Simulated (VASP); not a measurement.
# NaI (Fm-3m) in VASP: a series of runs

Runs on NaI. Level: PBE. Tasks: single point.

Program: VASP 6.6.1. These are calculated values, not measurements. Logs are shortened: lines on timing, memory, paths and dates and some standing lists are left out, and cuts for length are marked.

## 1. The cell of the first run

It takes space group Fm-3m (No. 225, cubic). Conventional cell: a = 6.473 Å, b = 6.473 Å, c = 6.473 Å, α = 90.00°, β = 90.00°, γ = 90.00°. Na (site symmetry m-3m) has 6 I at 3.24 Å within 4.3 Å. I (site symmetry m-3m) has 6 Na at 3.24 Å within 4.3 Å.

## 2. Single point, PBE

INCAR

```
SYSTEM = NaI
PREC     = Accurate       ! precision mode
ENCUT    = 520            ! plane-wave cutoff, eV
EDIFF    = 1E-6           ! SCF threshold, eV
ISMEAR   = -1             ! smearing method
SIGMA    = 0.01           ! smearing width, eV
LREAL    = .False.        ! projectors in reciprocal space
LASPH    = .True.         ! aspherical terms in the spheres
NELM     = 100            ! most SCF steps
ALGO     = Normal         ! electronic algorithm
ISIF     = 2              ! what is computed and relaxed
LWAVE    = .False.        ! write WAVECAR
LCHARG   = .True.         ! write CHGCAR
GGA      = PE             ! functional
LELF     = .True.         ! ELF
LVHAR    = .True.       
NBANDS   = 14             ! bands
```

KPOINTS

```
Automatic mesh
0
Gamma
  7 7 7
  0 0 0
```

POSCAR

```
NaI
1.0
    0.0000000000      3.2364000000      3.2364000000
    3.2364000000      0.0000000000      3.2364000000
    3.2364000000      3.2364000000      0.0000000000
Na I
1 1
Direct
    0.0000000000      0.0000000000      0.0000000000
    0.5000000000      0.5000000000      0.5000000000
```

Potentials or basis: VASP PAW PBE potentials, release 64 (Na_pv, I).

Launch:

```bash
cat potpaw_PBE.64/Na_pv/POTCAR potpaw_PBE.64/I/POTCAR > POTCAR
mpirun -np 1 vasp_std > vasp.out
```

OUTCAR:

```text
SYSTEM = NaI
   PREC = Accurate
   ENCUT = 520
   EDIFF = 1E-6
   ISMEAR = -1
   LREAL = .False.
   LASPH = .True.
   NELM = 100
   ISIF = 2
   GGA = PE

 ion  position               nearest neighbor table
   1  0.000  0.000  0.000-
   2  0.500  0.500  0.500-

  LATTYP: Found a face centered cubic cell.
 ALAT       =     6.4728000000

  Lattice vectors:

 A1 = (   0.0000000000,   3.2364000000,   3.2364000000)
 A2 = (   3.2364000000,   0.0000000000,   3.2364000000)
 A3 = (   3.2364000000,   3.2364000000,   0.0000000000)

Analysis of symmetry for initial positions (statically):
=====================================================================
 Subroutine PRICEL returns:
 Original cell was already a primitive cell.

 Routine SETGRP: Setting up the symmetry group for a
 face centered cubic supercell.

 Subroutine GETGRP returns: Found 48 space group operations
 (whereof 48 operations were pure point group operations)
 out of a pool of 48 trial point group operations.

The static configuration has the point symmetry O_h .

Analysis of symmetry for dynamics (positions and initial velocities):
=====================================================================
 Subroutine PRICEL returns:
 Original cell was already a primitive cell.

 Routine SETGRP: Setting up the symmetry group for a
 face centered cubic supercell.

 Subroutine GETGRP returns: Found 48 space group operations
 (whereof 48 operations were pure point group operations)
 out of a pool of 48 trial point group operations.

The dynamic configuration has the point symmetry O_h .

 Subroutine INISYM returns: Found 48 space group operations
 (whereof 48 operations are pure point group operations),
 and found     1 'primitive' translations

----------------------------------------------------------------------------------------

                                     Primitive cell

  volume of cell :      67.7980

  direct lattice vectors                    reciprocal lattice vectors
     0.000000000  3.236400000  3.236400000    -0.154492646  0.154492646  0.154492646
     3.236400000  0.000000000  3.236400000     0.154492646 -0.154492646  0.154492646
     3.236400000  3.236400000  0.000000000     0.154492646  0.154492646 -0.154492646

  length of vectors
     4.576960773  4.576960773  4.576960773     0.267589113  0.267589113  0.267589113

  position of ions in fractional coordinates (direct lattice)
     0.000000000  0.000000000  0.000000000
     0.500000000  0.500000000  0.500000000

  ion indices of the primitive-cell ions
   primitive index   ion index
                 1           1
                 2           2

----------------------------------------------------------------------------------------

 KPOINTS: Automatic mesh

Automatic generation of k-mesh.
 Grid dimensions read from file:
 generate k-points for:    7    7    7

 Generating k-lattice:

  Cartesian coordinates                     Fractional coordinates (reciprocal lattice)
    -0.022070378  0.022070378  0.022070378     0.142857143  0.000000000  0.000000000
     0.022070378 -0.022070378  0.022070378     0.000000000  0.142857143  0.000000000
     0.022070378  0.022070378 -0.022070378     0.000000000  0.000000000  0.142857143

  Length of vectors
     0.038227016  0.038227016  0.038227016

  Shift w.r.t. Gamma in fractional coordinates (k-lattice)
     0.000000000  0.000000000  0.000000000

 Subroutine IBZKPT returns following result:
 ===========================================

 Found     20 irreducible k-points:

 Following reciprocal coordinates:
            Coordinates               Weight
  0.000000  0.000000  0.000000      1.000000
  0.142857  0.000000  0.000000      8.000000
  0.285714  0.000000  0.000000      8.000000
  0.428571  0.000000  0.000000      8.000000
  0.142857  0.142857  0.000000      6.000000
  0.285714  0.142857  0.000000     24.000000
[... 12 lines left out ...]
 -0.428571  0.428571  0.142857     24.000000
 -0.285714  0.428571  0.142857     24.000000
   k-points           NKPTS =     20   k-points in BZ     NKDIM =     20   number of bands    NBANDS=     14
   number of dos      NEDOS =    301   number of ions     NIONS =      2
   total plane-waves  NPLWV =  46656
   dimension x,y,z NGX =    36 NGY =   36 NGZ =   36
   dimension x,y,z NGXF=    72 NGYF=   72 NGZF=   72
   ions per type =               1   1
   NGX,Y,Z   is equivalent  to a cutoff of  13.08, 13.08, 13.08 a.u.
   NGXF,Y,Z  is equivalent  to a cutoff of  26.15, 26.15, 26.15 a.u.
 SYSTEM =  NaI
   PREC   = accura    normal or accurate (medium, high low for compatibility)
   ISTART =      0    job   : 0-new  1-cont  2-samecut
   ICHARG =      2    charge: 1-file 2-atom 10-const
   ISPIN  =      1    spin polarized calculation?
   LNONCOLLINEAR =      F non collinear calculations
   LSORBIT =      F    spin-orbit coupling
   LASPH  =      T    aspherical Exc in radial PAW
   ENCUT  =  520.0 eV  38.22 Ry    6.18 a.u.   8.51  8.51  8.51*2*pi/ulx,y,z
   NELM   =    100;   NELMIN=  2; NELMDL= -5     # of ELM steps
   EDIFF  = 0.1E-05   stopping-criterion for ELM
   LREAL  =      F    real-space projection
   EDIFFG = 0.1E-04   stopping-criterion for IOM
   NSW    =      0    number of steps for IOM
   IBRION =     -1    ionic relax: 0-MD 1-quasi-New 2-CG
   NFREE  =      0    steps in history (QN), initial steepest desc. (CG)
   ISIF   =      2    stress and relaxation
   ISYM   =      2    0-nonsym 1-usesym 2-fastsym
   POTIM  = 0.5000    time-step for ionic-motion
   TEBEG  =    0.0;   TEEND  =   0.0 temperature during run
   PSTRESS=    0.0 pullay stress
   NELECT =      14.0000    total number of electrons
   NUPDOWN=      -1.0000    fix difference up-down
   EMIN   =  10.00;   EMAX   =-10.00  energy-range for DOS
   EFERMI =   0.00;   METHOD = LEGACY
   ISMEAR =    -1;   SIGMA  =   0.01  broadening in eV -4-tet -1-fermi 0-gaus
   EFERMI_NEDOS =   21; number of points for ismear=-14 and -15
   IALGO  =     38    algorithm
   IMIX   =      4    mixing-type and parameters
     AMIX     =   0.40;   BMIX     =  1.00
     AMIX_MAG =   1.60;   BMIX_MAG =  1.00
  volume/ion in A,a.u.               =      33.90       228.76
  Fermi-wavevector in a.u.,A,eV,Ry     =   0.967636  1.828567 12.739397  0.936319
  Thomas-Fermi vector in A             =   2.097538
   LORBIT       =      0    0 simple, 1 ext, 2 COOP (PROOUT), +10 PAW based schemes
   GGA     = PE    functional components
   LHFCALC =     F    Hartree Fock is set to
   AEXX    =    0.0000 exact exchange contribution
   IVDW    =     0    specifies the selected vdW correction
   LEPSILON=     F    determine dielectric tensor
   LRPA    =     F    only Hartree local field effects (RPA)
 non-spin polarized calculation
  energy-cutoff  :      520.00
  volume of cell :       67.80
 maximum number of plane-waves:      1841
 NGX is ok and might be reduce to    36
   NGX = 17   NGY = 17   NGZ = 17

 number of electron      13.9999993 magnetization

 Free energy of the ion-electron system (eV)
  ---------------------------------------------------
  ext. energy  EPLUGINS =         0.00000000
  ---------------------------------------------------
  free energy    TOTEN  =        -5.38505372 eV

  energy without entropy =       -5.38505372  energy(sigma->0) =       -5.38505372

 E-fermi :   1.0614     XC(G=0):  -7.7049

 val. band max:        0.8064314894   @ k =   0.0000   0.0000   0.0000
 cond. band min:       4.4469151962   @ k =   0.0000   0.0000   0.0000
 fundamental gap:      3.6404837067
 Fermi energy:         1.0614421631

 k-point     1 :       0.0000    0.0000    0.0000
  band No.  band energies     occupation
      1     -21.6329      2.00000
      2     -21.6329      2.00000
      3     -21.6329      2.00000
      4     -10.2112      2.00000
      5       0.8064      2.00000
      6       0.8064      2.00000
      7       0.8064      2.00000
      8       4.4469      0.00000
      9       8.7362      0.00000
     10       8.7362      0.00000
     11       8.7362      0.00000
     12      10.5544      0.00000
     13      10.5544      0.00000
     14      11.2412      0.00000

 k-point     2 :       0.1429    0.0000    0.0000
  band No.  band energies     occupation
      1     -21.6339      2.00000
      2     -21.6330      2.00000
      3     -21.6330      2.00000
      4     -10.1557      2.00000
      5       0.2320      2.00000
      6       0.7495      2.00000
      7       0.7495      2.00000
      8       5.0910      0.00000
      9       8.3133      0.00000
     10       8.9108      0.00000
     11       8.9108      0.00000
     12      10.0773      0.00000
     13      10.0773      0.00000
     14      11.7090      0.00000

 k-point     3 :       0.2857    0.0000    0.0000
  band No.  band energies     occupation
      1     -21.6361      2.00000
      2     -21.6331      2.00000
      3     -21.6331      2.00000
      4     -10.0253      2.00000
      5      -0.7018      2.00000
      6       0.6287      2.00000
      7       0.6287      2.00000
      8       5.8429      0.00000
      9       8.4779      0.00000
     10       8.6557      0.00000
     11       8.6557      0.00000
     12      10.6243      0.00000
     13      10.6243      0.00000
     14      11.0811      0.00000

 k-point     4 :       0.4286    0.0000    0.0000
  band No.  band energies     occupation
      1     -21.6379      2.00000
      2     -21.6332      2.00000
      3     -21.6332      2.00000
      4      -9.9141      2.00000
      5      -1.2940      2.00000
      6       0.5380      2.00000
      7       0.5380      2.00000
      8       5.9098      0.00000
      9       8.2996      0.00000
     10       8.2996      0.00000
     11       9.3992      0.00000
     12      10.9849      0.00000
     13      12.2330      0.00000
     14      12.2330      0.00000

 k-point     5 :       0.1429    0.1429    0.0000
  band No.  band energies     occupation
      1     -21.6338      2.00000
      2     -21.6332      2.00000
      3     -21.6332      2.00000
      4     -10.1381      2.00000
      5       0.2288      2.00000
      6       0.6449      2.00000
      7       0.6449      2.00000
      8       5.3135      0.00000
      9       7.9242      0.00000
     10       9.1158      0.00000
     11       9.1953      0.00000
[... 208 lines left out ...]
 k-point    18 :      -0.4286    0.2857    0.1429
  band No.  band energies     occupation
      1     -21.6369      2.00000
      2     -21.6347      2.00000
      3     -21.6338      2.00000
      4      -9.8577      2.00000
      5      -0.9904      2.00000
      6      -0.1895      2.00000
      7       0.2830      2.00000
      8       6.9172      0.00000
      9       7.2711      0.00000
     10       8.4818      0.00000
     11       9.4089      0.00000
     12      11.3054      0.00000
     13      12.3004      0.00000
     14      13.4723      0.00000

 k-point    19 :      -0.4286    0.4286    0.1429
  band No.  band energies     occupation
      1     -21.6365      2.00000
      2     -21.6349      2.00000
      3     -21.6345      2.00000
      4      -9.8306      2.00000
      5      -0.9220      2.00000
      6      -0.1791      2.00000
      7       0.0216      2.00000
      8       6.0789      0.00000
      9       7.1236      0.00000
     10       8.9782      0.00000
     11      10.2469      0.00000
     12      11.9105      0.00000
     13      12.8901      0.00000
     14      13.8947      0.00000

 k-point    20 :      -0.2857    0.4286    0.1429
  band No.  band energies     occupation
      1     -21.6359      2.00000
      2     -21.6359      2.00000
      3     -21.6343      2.00000
      4      -9.8187      2.00000
      5      -0.6787      2.00000
      6      -0.6184      2.00000
      7       0.0519      2.00000
      8       6.5220      0.00000
      9       7.8241      0.00000
     10       8.7426      0.00000
     11       9.1063      0.00000
     12      11.7615      0.00000
     13      12.3819      0.00000
     14      14.4094      0.00000

------------------------ aborting loop because EDIFF is reached ----------------------------------------

  FORCE on cell =-STRESS in cart. coord.  units (eV):
  Direction    XX          YY          ZZ          XY          YZ          ZX
  --------------------------------------------------------------------------------------
  -------------------------------------------------------------------------------------
  Total        0.1878264      0.1878264      0.1878264     -0.0000000      0.0000000     -0.0000000
  in kB        4.4386465      4.4386465      4.4386465     -0.0000000      0.0000000     -0.0000000
  external PRESSURE =       4.4386465 kB  Pullay stress =       0.0000000 kB

 VOLUME and BASIS-vectors are now :
 -----------------------------------------------------------------------------
  energy-cutoff  :      520.00
  volume of cell :       67.80
      direct lattice vectors                 reciprocal lattice vectors
     0.000000000  3.236400000  3.236400000    -0.154492646  0.154492646  0.154492646
     3.236400000  0.000000000  3.236400000     0.154492646 -0.154492646  0.154492646
     3.236400000  3.236400000  0.000000000     0.154492646  0.154492646 -0.154492646

 POSITION                                       TOTAL-FORCE (eV/Angst)
 -----------------------------------------------------------------------------------
      0.00000      0.00000      0.00000         0.000000      0.000000      0.000000
      3.23640      3.23640      3.23640         0.000000     -0.000000     -0.000000
 -----------------------------------------------------------------------------------
    total drift:                                0.000000      0.000000      0.000000

  FREE ENERGIE OF THE ION-ELECTRON SYSTEM (eV)
  ---------------------------------------------------
  free  energy   TOTEN  =        -5.3850537211 eV

  energy  without entropy=       -5.3850537211  energy(sigma->0) =       -5.38505372
```

Wall time 25 s (1 thread of Intel Xeon 8259CL, shared host); peak memory 0.21 GiB.

What came out:

```yaml
Free_energy: -5.3851 eV
Pressure: 0.4 GPa
Band_gap_on_the_k_mesh: 3.64 eV
```

Caveat: spin-orbit coupling is left out, which moves the levels of the heavy elements. Expect the measured gap to be larger: semilocal functionals such as PBE lack the derivative discontinuity.

(Part 1 of 2 ends here.)
